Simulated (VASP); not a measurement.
Set up this calculation in VASP 6.6.1, as the native input.

- Task: G0W0 quasiparticle levels
- Functional: PBE
- Potentials or basis: VASP PAW PBE potentials, release 64 (Mg_GW, O_GW)
- Cutoff: 500 eV
- k mesh: 6 × 6 × 6
- Occupations: gaussian, width 0.01 eV
- Spin: no spin polarisation
- Dipole correction: no
- GW scheme: G0W0
- GW iterations: 1
- Cutoff of the response function: 150
- Frequency points: 96
- Empty bands: 73
- Further INCAR settings: ALGO = EVGW0; EDIFF = 1e-08; NBANDS = 77

The system is MgO.

```xyz
2
Lattice="0.0561 2.0952 2.0952 2.0952 0.0561 2.0952 2.0952 2.0952 0.0561" Properties=species:S:1:pos:R:3 pbc="T T T"
Mg    0.0000    0.0000    0.0000
O     2.1233    2.1233    2.1233
```

These files were run (other wordings do the same):

POSCAR

```
MgO
1.0
    0.0561362781      2.0952386711      2.0952386711
    2.0952386711      0.0561362781      2.0952386711
    2.0952386711      2.0952386711      0.0561362781
Mg O
1 1
Direct
    0.0000000000      0.0000000000      0.0000000000
    0.5000000000      0.5000000000      0.5000000000
```

INCAR.step1

```
PREC = Accurate ; ENCUT = 500
EDIFF = 1E-8 ; ISMEAR = 0
SIGMA = 0.01 ; LREAL = F
LASPH = T ; NELM = 80
ALGO = Normal ; LWAVE = T
LCHARG = F ; GGA = PE
```

INCAR.step2

```
PREC = Accurate ; ENCUT = 500
EDIFF = 1E-8 ; ISMEAR = 0
SIGMA = 0.01 ; LREAL = F
LASPH = T ; NELM = 1
ALGO = Exact ; LWAVE = T
LCHARG = F ; GGA = PE
NBANDS = 77 ; LOPTICS = T
ISTART = 1
```

INCAR.step3

```
PREC = Accurate ; ENCUT = 500
EDIFF = 1E-8 ; ISMEAR = 0
SIGMA = 0.01 ; LREAL = F
LASPH = T ; ALGO = EVGW0
LWAVE = F ; LCHARG = F
GGA = PE ; NELMGW = 1
NBANDS = 77 ; ENCUTGW = 150.0
NOMEGA = 96 ; PRECFOCK = Fast
ISTART = 1 ; NBANDSGW = 12
OMEGAMAX = 30
```

KPOINTS

```
regular mesh
0
Gamma
  6 6 6
```

Potentials or basis: VASP PAW PBE potentials, release 64 (Mg_GW, O_GW).

The run is started by

```bash
$ cat potpaw_PBE.64/Mg_GW/POTCAR potpaw_PBE.64/O_GW/POTCAR > POTCAR
$ cp INCAR.step1 INCAR
$ mpirun -np 1 vasp_std > vasp.out
$ cp INCAR.step2 INCAR
$ mpirun -np 1 vasp_std > vasp.out
$ cp INCAR.step3 INCAR
$ mpirun -np 1 vasp_std > vasp.out
```

It gave:

```yaml
Quasiparticle_gap: 7.80 eV
Least_direct_quasiparticle_gap: 7.80 eV
Band_gap_of_the_starting_levels_on_the_mesh: 5.15 eV
Least_direct_gap_of_the_starting_levels_on_the_mesh: 5.15 eV
```

Caveat: the k points lie up to 0.44 Å⁻¹ apart; bands, screening cutoff and mesh are small and nothing is extrapolated, so the quasiparticle values aren't converged.

Wall time 2.2 min on 1 thread of Intel(R) Xeon(R) 6975P-C (Granite Rapids) (shared host), peak memory 0.37 GiB.
